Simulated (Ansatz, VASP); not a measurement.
**Two plane-wave programs on Hg**

```xyz
1
Lattice="0.0000 2.3919 2.3919 2.3919 0.0000 2.3919 2.3919 2.3919 0.0000" Properties=species:S:1:pos:R:3 pbc="T T T"
Hg    0.0000    0.0000    0.0000
```

Alike in both runs: task relaxation of cell and atoms; functional PBE; dispersion D3(BJ); k mesh 16 × 16 × 16; occupations gaussian, width 0.1 eV; no spin polarisation.

|  | VASP | Ansatz |
| --- | --- | --- |
| version | VASP 6.6.1 | Ansatz 0.2.0 |
| potentials or method | VASP PAW PBE potentials, release 64 (Hg_sv_GW), cutoff 550 eV | scalar-relativistic, plane waves, PAW |
| valence electrons in the cell | 20 | 20 |

VASP gave:

* gap on the k mesh at the Fermi level, each at its own relaxed structure (eV): none
* relaxed volume (Å³/atom): 24.91
* relaxed length of the cell vector where the two differ most in proportion (Å): 3.278

Task: Estimate Ansatz's values.

Result: gap on the k mesh at the Fermi level, each at its own relaxed structure (eV): none; relaxed volume (Å³/atom): 24.87; relaxed length of the cell vector where the two differ most in proportion (Å): 3.277.

A gap of «none» marks a metal or a gap that the smearing closes.

Spin-orbit coupling is off throughout.
